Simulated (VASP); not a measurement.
Input of a VASP 6.6.1 run:

File INCAR:

```
SYSTEM = HfC
PREC = Accurate
ENCUT = 520
EDIFF = 1E-6
ISMEAR = 0
SIGMA = 0.1
LREAL = .FALSE.
LASPH = .TRUE.
NELM = 60
ALGO = Normal
ISIF = 2
LWAVE = .FALSE.
LCHARG = .FALSE.
GGA = PE
NBANDS = 14
```

The input KPOINTS:

```
regular mesh
0
G
  20 20 20
  0 0 0
```

POSCAR

```
HfC
1.0
    0.0000000000      2.3256690571      2.3256690571
    2.3256690571      0.0000000000      2.3256690571
    2.3256690571      2.3256690571      0.0000000000
Hf C
1 1
Direct
    0.5000000000      0.5000000000      0.5000000000
    0.0000000000      0.0000000000      0.0000000000
```

Potentials or basis: VASP PAW PBE potentials, release 64 (Hf_pv, C).

Command:

```sh
$ cat potpaw_PBE.64/Hf_pv/POTCAR potpaw_PBE.64/C/POTCAR > POTCAR
$ mpirun -np 1 vasp_std > vasp.out
```

Question: What does it give for the band gap on the k mesh?

Answer: Zero (band 7 reaches 6.95 eV, above the bottom of band 8 at 5.52 eV).

Question: Predict the pressure.

Answer: -0.7 GPa.

Caveat: spin-orbit coupling is left out, which moves the levels of the heavy elements.
